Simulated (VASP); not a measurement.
# Ga (Pm-3m) in VASP: single point with PBE

Aim: the single point of Ga with PBE.

All numbers are computed with VASP 6.6.1; they aren't measurements. Logs are shortened: lines on timing, memory, paths and dates and some standing lists are left out, and cuts for length are marked.

## Step 1: The cell of the first run

The structure is cubic, space group Pm-3m (No. 221). The conventional cell has a = 2.720 Å, b = 2.720 Å, c = 2.720 Å, α = 90.00°, β = 90.00°, γ = 90.00°. Within 3.6 Å of Ga (site symmetry m-3m) lie 6 Ga at 2.72 Å.

## Step 2: Single point, PBE

Input file INCAR:

```
SYSTEM = Ga
  PREC = Accurate
  ENCUT = 520
  EDIFF = 1E-6
  ISMEAR = -1
  SIGMA = 0.05
  LREAL = .FALSE.
  LASPH = .TRUE.
  NELM = 80
  ALGO = Normal
  ISIF = 2
  LWAVE = .FALSE.
  LCHARG = .FALSE.
  GGA = PE
  NBANDS = 12
```

Input file KPOINTS:

```
Automatic mesh
0
G
  14 14 14
  0 0 0
```

Input file POSCAR:

```
Ga
1.0
    2.7195601599      0.0000000000      0.0000000000
    0.0000000000      2.7195601599      0.0000000000
    0.0000000000      0.0000000000      2.7195601599
Ga
1
Direct
    0.0000000000      0.0000000000      0.0000000000
```

Potentials or basis: VASP PAW PBE potentials, release 64 (Ga_d).

Run with:

```
cat potpaw_PBE.64/Ga_d/POTCAR > POTCAR
mpirun -np 1 vasp_std > vasp.out
```

OUTCAR:

```text
SYSTEM = Ga
   PREC = Accurate
   ENCUT = 520
   EDIFF = 1E-6
   ISMEAR = -1
   LREAL = .FALSE.
   LASPH = .TRUE.
   NELM = 80
   ISIF = 2
   GGA = PE

 ion  position               nearest neighbor table
   1  0.000  0.000  0.000-

  LATTYP: Found a simple cubic cell.
 ALAT       =     2.7195601599

  Lattice vectors:

 A1 = (   2.7195601599,   0.0000000000,   0.0000000000)
 A2 = (   0.0000000000,   2.7195601599,   0.0000000000)
 A3 = (   0.0000000000,   0.0000000000,   2.7195601599)

Analysis of symmetry for initial positions (statically):
=====================================================================
 Subroutine PRICEL returns:
 Original cell was already a primitive cell.

 Routine SETGRP: Setting up the symmetry group for a
 simple cubic supercell.

 Subroutine GETGRP returns: Found 48 space group operations
 (whereof 48 operations were pure point group operations)
 out of a pool of 48 trial point group operations.

The static configuration has the point symmetry O_h .

Analysis of symmetry for dynamics (positions and initial velocities):
=====================================================================
 Subroutine PRICEL returns:
 Original cell was already a primitive cell.

 Routine SETGRP: Setting up the symmetry group for a
 simple cubic supercell.

 Subroutine GETGRP returns: Found 48 space group operations
 (whereof 48 operations were pure point group operations)
 out of a pool of 48 trial point group operations.

The dynamic configuration has the point symmetry O_h .

 Subroutine INISYM returns: Found 48 space group operations
 (whereof 48 operations are pure point group operations),
 and found     1 'primitive' translations

----------------------------------------------------------------------------------------

                                     Primitive cell

  volume of cell :      20.1139

  direct lattice vectors                    reciprocal lattice vectors
     2.719560160  0.000000000  0.000000000     0.367706519  0.000000000  0.000000000
     0.000000000  2.719560160  0.000000000     0.000000000  0.367706519  0.000000000
     0.000000000  0.000000000  2.719560160     0.000000000  0.000000000  0.367706519

  length of vectors
     2.719560160  2.719560160  2.719560160     0.367706519  0.367706519  0.367706519

  position of ions in fractional coordinates (direct lattice)
     0.000000000  0.000000000  0.000000000

  ion indices of the primitive-cell ions
   primitive index   ion index
                 1           1

----------------------------------------------------------------------------------------

 KPOINTS: Automatic mesh

Automatic generation of k-mesh.
 Grid dimensions read from file:
 generate k-points for:   14   14   14

 Generating k-lattice:

  Cartesian coordinates                     Fractional coordinates (reciprocal lattice)
     0.026264751  0.000000000  0.000000000     0.071428571  0.000000000  0.000000000
     0.000000000  0.026264751  0.000000000     0.000000000  0.071428571  0.000000000
     0.000000000  0.000000000  0.026264751     0.000000000  0.000000000  0.071428571

  Length of vectors
     0.026264751  0.026264751  0.026264751

  Shift w.r.t. Gamma in fractional coordinates (k-lattice)
     0.000000000  0.000000000  0.000000000

 Subroutine IBZKPT returns following result:
 ===========================================

 Found    120 irreducible k-points:

 Following reciprocal coordinates:
            Coordinates               Weight
  0.000000  0.000000  0.000000      1.000000
  0.071429  0.000000  0.000000      6.000000
  0.142857  0.000000  0.000000      6.000000
  0.214286  0.000000  0.000000      6.000000
  0.285714  0.000000  0.000000      6.000000
  0.357143  0.000000  0.000000      6.000000
[... 16 lines left out ...]
  0.285714  0.214286  0.000000     24.000000
  0.357143  0.214286  0.000000     24.000000
 [... further k-points ...]
   k-points           NKPTS =    120   k-points in BZ     NKDIM =    120   number of bands    NBANDS=     12
   number of dos      NEDOS =    301   number of ions     NIONS =      1
   total plane-waves  NPLWV =   8000
   dimension x,y,z NGX =    20 NGY =   20 NGZ =   20
   dimension x,y,z NGXF=    40 NGYF=   40 NGZF=   40
   ions per type =               1
   NGX,Y,Z   is equivalent  to a cutoff of  12.23, 12.23, 12.23 a.u.
   NGXF,Y,Z  is equivalent  to a cutoff of  24.45, 24.45, 24.45 a.u.
 SYSTEM =  Ga
   PREC   = accura    normal or accurate (medium, high low for compatibility)
   ISTART =      0    job   : 0-new  1-cont  2-samecut
   ICHARG =      2    charge: 1-file 2-atom 10-const
   ISPIN  =      1    spin polarized calculation?
   LNONCOLLINEAR =      F non collinear calculations
   LSORBIT =      F    spin-orbit coupling
   LASPH  =      T    aspherical Exc in radial PAW
   ENCUT  =  520.0 eV  38.22 Ry    6.18 a.u.   5.06  5.06  5.06*2*pi/ulx,y,z
   NELM   =     80;   NELMIN=  2; NELMDL= -5     # of ELM steps
   EDIFF  = 0.1E-05   stopping-criterion for ELM
   LREAL  =      F    real-space projection
   EDIFFG = 0.1E-04   stopping-criterion for IOM
   NSW    =      0    number of steps for IOM
   IBRION =     -1    ionic relax: 0-MD 1-quasi-New 2-CG
   NFREE  =      0    steps in history (QN), initial steepest desc. (CG)
   ISIF   =      2    stress and relaxation
   ISYM   =      2    0-nonsym 1-usesym 2-fastsym
   POTIM  = 0.5000    time-step for ionic-motion
   TEBEG  =    0.0;   TEEND  =   0.0 temperature during run
   PSTRESS=    0.0 pullay stress
   NELECT =      13.0000    total number of electrons
   NUPDOWN=      -1.0000    fix difference up-down
   EMIN   =  10.00;   EMAX   =-10.00  energy-range for DOS
   EFERMI =   0.00;   METHOD = LEGACY
   ISMEAR =    -1;   SIGMA  =   0.05  broadening in eV -4-tet -1-fermi 0-gaus
   EFERMI_NEDOS =   21; number of points for ismear=-14 and -15
   IALGO  =     38    algorithm
   IMIX   =      4    mixing-type and parameters
     AMIX     =   0.40;   BMIX     =  1.00
     AMIX_MAG =   1.60;   BMIX_MAG =  1.00
  volume/ion in A,a.u.               =      20.11       135.74
  Fermi-wavevector in a.u.,A,eV,Ry     =   1.415437  2.674788 27.258762  2.003463
  Thomas-Fermi vector in A             =   2.536876
   LORBIT       =      0    0 simple, 1 ext, 2 COOP (PROOUT), +10 PAW based schemes
   GGA     = PE    functional components
   LHFCALC =     F    Hartree Fock is set to
   AEXX    =    0.0000 exact exchange contribution
   IVDW    =     0    specifies the selected vdW correction
   LEPSILON=     F    determine dielectric tensor
   LRPA    =     F    only Hartree local field effects (RPA)
 non-spin polarized calculation
  energy-cutoff  :      520.00
  volume of cell :       20.11
 maximum number of plane-waves:       554
   NGX = 11   NGY = 11   NGZ = 11

 number of electron      13.0000027 magnetization

 Free energy of the ion-electron system (eV)
  ---------------------------------------------------
  ext. energy  EPLUGINS =         0.00000000
  ---------------------------------------------------
  free energy    TOTEN  =        -2.83196037 eV

  energy without entropy =       -2.82749972  energy(sigma->0) =       -2.82973005

 E-fermi :   4.7311     XC(G=0): -10.6198

 val. band max:        4.6829820485   @ k =   0.4286   0.2857   0.2857
 cond. band min:       4.7361505638   @ k =   0.3571   0.2857   0.0000
 fundamental gap:      0.0531685153
 Fermi energy:         4.7310594459

 k-point     1 :       0.0000    0.0000    0.0000
  band No.  band energies     occupation
      1     -10.3752      2.00000
      2     -10.3752      2.00000
      3      -9.8658      2.00000
      4      -9.8658      2.00000
      5      -9.8658      2.00000
      6      -5.8065      2.00000
      7      13.6622      0.00000
      8      13.6622      0.00000
      9      13.6622      0.00000
     10      16.5937      0.00000
     11      16.5937      0.00000
     12      19.0342      0.00000

 k-point     2 :       0.0714    0.0000    0.0000
  band No.  band energies     occupation
      1     -10.3733      2.00000
      2     -10.3580      2.00000
      3      -9.8728      2.00000
      4      -9.8728      2.00000
      5      -9.8652      2.00000
      6      -5.7034      2.00000
      7      12.1081      0.00000
      8      13.7695      0.00000
      9      13.7695      0.00000
     10      16.6815      0.00000
     11      17.6816      0.00000
     12      19.7519      0.00000

 k-point     3 :       0.1429    0.0000    0.0000
  band No.  band energies     occupation
      1     -10.3678      2.00000
      2     -10.3107      2.00000
      3      -9.8924      2.00000
      4      -9.8924      2.00000
      5      -9.8635      2.00000
      6      -5.3926      2.00000
      7       9.7276      0.00000
      8      14.0868      0.00000
      9      14.0868      0.00000
     10      16.9454      0.00000
     11      18.4018      0.00000
     12      22.1517      0.00000

 k-point     4 :       0.2143    0.0000    0.0000
  band No.  band energies     occupation
      1     -10.3600      2.00000
      2     -10.2443      2.00000
      3      -9.9205      2.00000
      4      -9.9205      2.00000
      5      -9.8611      2.00000
      6      -4.8714      2.00000
      7       7.3918      0.00000
      8      14.5991      0.00000
      9      14.5991      0.00000
     10      17.3855      0.00000
     11      18.8911      0.00000
     12      25.1150      0.00000

 k-point     5 :       0.2857    0.0000    0.0000
  band No.  band energies     occupation
      1     -10.3513      2.00000
      2     -10.1733      2.00000
      3      -9.9515      2.00000
      4      -9.9515      2.00000
      5      -9.8585      2.00000
      6      -4.1406      2.00000
      7       5.2143      0.00013
      8      15.2743      0.00000
      9      15.2743      0.00000
     10      18.0005      0.00000
     11      19.4559      0.00000
     12      26.0851      0.00000

 k-point     6 :       0.3571    0.0000    0.0000
  band No.  band energies     occupation
      1     -10.3434      2.00000
      2     -10.1116      2.00000
      3      -9.9793      2.00000
      4      -9.9793      2.00000
      5      -9.8561      2.00000
      6      -3.2142      2.00000
      7       3.2420      2.00000
      8      16.0450      0.00000
      9      16.0450      0.00000
     10      18.7813      0.00000
     11      20.1175      0.00000
     12      24.3120      0.00000

 k-point     7 :       0.4286    0.0000    0.0000
  band No.  band energies     occupation
      1     -10.3380      2.00000
      2     -10.0700      2.00000
      3      -9.9984      2.00000
      4      -9.9984      2.00000
      5      -9.8544      2.00000
      6      -2.1607      2.00000
      7       1.5571      2.00000
      8      16.7530      0.00000
      9      16.7530      0.00000
     10      19.6787      0.00000
     11      20.7864      0.00000
     12      22.8156      0.00000

 k-point     8 :       0.5000    0.0000    0.0000
  band No.  band energies     occupation
      1     -10.3360      2.00000
      2     -10.0554      2.00000
      3     -10.0052      2.00000
      4     -10.0052      2.00000
      5      -9.8538      2.00000
      6      -1.4649      2.00000
      7       0.6503      2.00000
      8      17.0718      0.00000
      9      17.0718      0.00000
     10      20.2880      0.00000
     11      21.1295      0.00000
     12      22.0075      0.00000
[... 166 lines left out ...]
 k-point    20 :       0.4286    0.1429    0.0000
  band No.  band energies     occupation
      1     -10.2933      2.00000
      2     -10.0458      2.00000
      3     -10.0254      2.00000
      4      -9.9947      2.00000
      5      -9.8795      2.00000
      6      -1.7662      2.00000
      7       1.9678      2.00000
      8      13.0191      0.00000
      9      17.1892      0.00000
     10      17.3902      0.00000
     11      20.9814      0.00000
     12      23.2826      0.00000

 k-point    21 :       0.5000    0.1429    0.0000
  band No.  band energies     occupation
      1     -10.2912      2.00000
      2     -10.0535      2.00000
      3     -10.0099      2.00000
      4     -10.0014      2.00000
      5      -9.8788      2.00000
      6      -1.0821      2.00000
      7       1.0732      2.00000
      8      13.4547      0.00000
      9      16.7895      0.00000
     10      17.5116      0.00000
     11      22.0011      0.00000
     12      22.1571      0.00000

 k-point    22 :       0.2143    0.2143    0.0000
  band No.  band energies     occupation
      1     -10.2934      2.00000
      2     -10.1509      2.00000
      3      -9.9937      2.00000
      4      -9.9172      2.00000
      5      -9.9119      2.00000
      6      -3.9429      2.00000
      7       7.8289      0.00000
      8       8.8214      0.00000
      9      15.5392      0.00000
     10      18.7612      0.00000
     11      20.6769      0.00000
     12      25.7373      0.00000

 k-point    23 :       0.2857    0.2143    0.0000
  band No.  band energies     occupation
      1     -10.2761      2.00000
      2     -10.0796      2.00000
      3     -10.0343      2.00000
      4      -9.9451      2.00000
      5      -9.9110      2.00000
      6      -3.2197      2.00000
      7       6.0490      0.00000
      8       9.1117      0.00000
      9      16.2183      0.00000
     10      18.1541      0.00000
     11      19.9320      0.00000
     12      26.5002      0.00000

 k-point    24 :       0.3571    0.2143    0.0000
  band No.  band energies     occupation
      1     -10.2643      2.00000
      2     -10.0703      2.00000
      3     -10.0132      2.00000
      4      -9.9721      2.00000
      5      -9.9081      2.00000
      6      -2.3049      2.00000
      7       4.1237      1.99999
      8       9.8951      0.00000
      9      16.5444      0.00000
     10      16.9959      0.00000
     11      20.5574      0.00000
     12      25.1741      0.00000

 [... further k-points ...]
[... 5 lines left out ...]
  --------------------------------------------------------------------------------------
  -------------------------------------------------------------------------------------
  Total        0.0095599      0.0095599      0.0095599     -0.0000000      0.0000000     -0.0000000
  in kB        0.7614943      0.7614943      0.7614943     -0.0000000      0.0000000     -0.0000000
  external PRESSURE =       0.7614943 kB  Pullay stress =       0.0000000 kB

 VOLUME and BASIS-vectors are now :
 -----------------------------------------------------------------------------
  energy-cutoff  :      520.00
  volume of cell :       20.11
      direct lattice vectors                 reciprocal lattice vectors
     2.719560160  0.000000000  0.000000000     0.367706519  0.000000000  0.000000000
     0.000000000  2.719560160  0.000000000     0.000000000  0.367706519  0.000000000
     0.000000000  0.000000000  2.719560160     0.000000000  0.000000000  0.367706519

 POSITION                                       TOTAL-FORCE (eV/Angst)
 -----------------------------------------------------------------------------------
      0.00000      0.00000      0.00000         0.000000      0.000000      0.000000
 -----------------------------------------------------------------------------------
    total drift:                                0.000000      0.000000      0.000000

  FREE ENERGIE OF THE ION-ELECTRON SYSTEM (eV)
  ---------------------------------------------------
  free  energy   TOTEN  =        -2.8319603714 eV

  energy  without entropy=       -2.8274997208  energy(sigma->0) =       -2.82973005
```

It took 6.2 s on 1 thread of Intel Xeon 6975P-C (Granite Rapids), shared host; peak memory 0.14 GiB.

What came out:

| Item | Value |
| --- | --- |
| Free energy | -2.8320 eV |
| Pressure | 0.1 GPa |
